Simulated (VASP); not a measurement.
Set up this calculation in VASP 6.6.1, as the native input.

- Task: single point
- Functional: PBE
- Potentials or basis: VASP PAW PBE potentials, release 64 (Cd, Se)
- Cutoff: 520 eV
- k mesh: 7 × 7 × 4
- Occupations: fermi-dirac, width 0.01 eV
- Spin: collinear spin
- Starting moments: [0.5, 0.5, 0.0, 0.0] μB
- Dipole correction: no
- Further INCAR settings: ALGO = Normal; EDIFF = 1e-07; NBANDS = 30

The structure of CdSe lies in POSCAR:

```
CdSe
1.0
    4.3843351364      0.0000000000      0.0000000000
   -2.1921675682      3.7969456069      0.0000000000
    0.0000000000      0.0000000000      7.1576820134
Cd Se
2 2
Direct
    0.6666666667      0.3333333333      0.5000000000
    0.3333333333      0.6666666667      0.0000000000
    0.6666666667      0.3333333333      0.8850000000
    0.3333333333      0.6666666667      0.3850000000
```

These files were run (other wordings do the same):

INCAR

```
PREC = Accurate
ENCUT = 520
EDIFF = 1E-7
ISMEAR = -1
SIGMA = 0.01
LREAL = F
LASPH = T
NELM = 150
ALGO = Normal
ISIF = 2
LWAVE = F
LCHARG = F
ISPIN = 2
MAGMOM = 0.5 0.5 0 0
LORBIT = 11
GGA = PE
NBANDS = 30
```

KPOINTS

```
Automatic mesh
0
Gamma
  7 7 4
```

Potentials or basis: VASP PAW PBE potentials, release 64 (Cd, Se).

Run with:

```sh
$ cat potpaw_PBE.64/Cd/POTCAR potpaw_PBE.64/Se/POTCAR > POTCAR
$ mpirun -np 1 vasp_std > vasp.out
```

It gave:

- Pressure: 0.3 GPa
- Largest force: 0.234 eV/Å
- Band gap on the k mesh: 0.57 eV
- Net moment: 0.00 μB per cell
- Valence electrons inside the program's atomic spheres: Cd 10.27; Se 3.83

Caveat: semilocal functionals underestimate gaps, and a narrow one can read as zero.

Run time: 4.8 min on 1 thread of Intel Xeon 8259CL, on a shared host, peak memory 0.37 GiB.
